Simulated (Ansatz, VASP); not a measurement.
**One calculation of ZrS2, two programs**

```
Zr S
1.0
    11.07415    0.00000    0.00000
    -5.53707    9.59049    0.00000
     0.00000    0.00000   12.08215
Zr S
18 36
Direct
  0.00000 0.00000 0.00000
  0.00000 0.00000 0.50000
  0.00000 0.33333 0.00000
  0.00000 0.33333 0.50000
  0.00000 0.66667 0.00000
  0.00000 0.66667 0.50000
  0.33333 0.00000 0.00000
  0.33333 0.00000 0.50000
  0.33333 0.33333 0.00000
  0.33333 0.33333 0.50000
  0.33333 0.66667 0.00000
  0.33333 0.66667 0.50000
  0.66667 0.00000 0.00000
  0.66667 0.00000 0.50000
  0.66667 0.33333 0.00000
  0.66667 0.33333 0.50000
  0.66667 0.66667 0.00000
  0.66667 0.66667 0.50000
  0.22222 0.11111 0.38105
  0.22222 0.11111 0.88104
  0.22222 0.44444 0.38105
  0.22222 0.44444 0.88104
  0.22222 0.77778 0.38105
  0.22222 0.77778 0.88104
  0.55556 0.11111 0.38105
  0.55556 0.11111 0.88104
  0.55556 0.44444 0.38105
  0.55556 0.44444 0.88104
  0.55556 0.77778 0.38105
  0.55556 0.77778 0.88104
  0.88889 0.11111 0.38105
  0.88889 0.11111 0.88104
  0.88889 0.44444 0.38105
  0.88889 0.44444 0.88104
  0.88889 0.77778 0.38105
  0.88889 0.77778 0.88104
  0.11111 0.22222 0.11896
  0.11111 0.22222 0.61896
  0.11111 0.55556 0.11896
  0.11111 0.55556 0.61896
  0.11111 0.88889 0.11896
  0.11111 0.88889 0.61896
  0.44444 0.22222 0.11896
  0.44444 0.22222 0.61896
  0.44444 0.55556 0.11896
  0.44444 0.55556 0.61896
  0.44444 0.88889 0.11896
  0.44444 0.88889 0.61896
  0.77778 0.22222 0.11896
  0.77778 0.22222 0.61896
  0.77778 0.55556 0.11896
  0.77778 0.55556 0.61896
  0.77778 0.88889 0.11896
  0.77778 0.88889 0.61896
```

Alike in both runs: task single point; functional PBE; k mesh 3 × 3 × 1; occupations gaussian, width 0.05 eV; no spin polarisation.

```csv
,VASP,Ansatz
version,VASP 6.6.1,Ansatz 0.2.0
potentials or method,"VASP PAW PBE potentials, release 64 (Zr_sv, S), cutoff 500 eV","scalar-relativistic, plane waves, PAW"
valence electrons in the cell,432,432
```

|  | VASP | Ansatz | Ansatz less VASP |
| --- | --- | --- | --- |
| gap on the k mesh at the Fermi level (eV) | 1.06 | 1.06 | -0.003 |
| rms of the force components (eV/Å) | 0.019 | 0.018 | -0.0010 |

Atom by atom the forces differ by 0.001 eV/Å (rms over components). Ansatz's warnings: structure snapped to symmetry.

The k mesh is coarse, so the values compare programs but aren't converged.
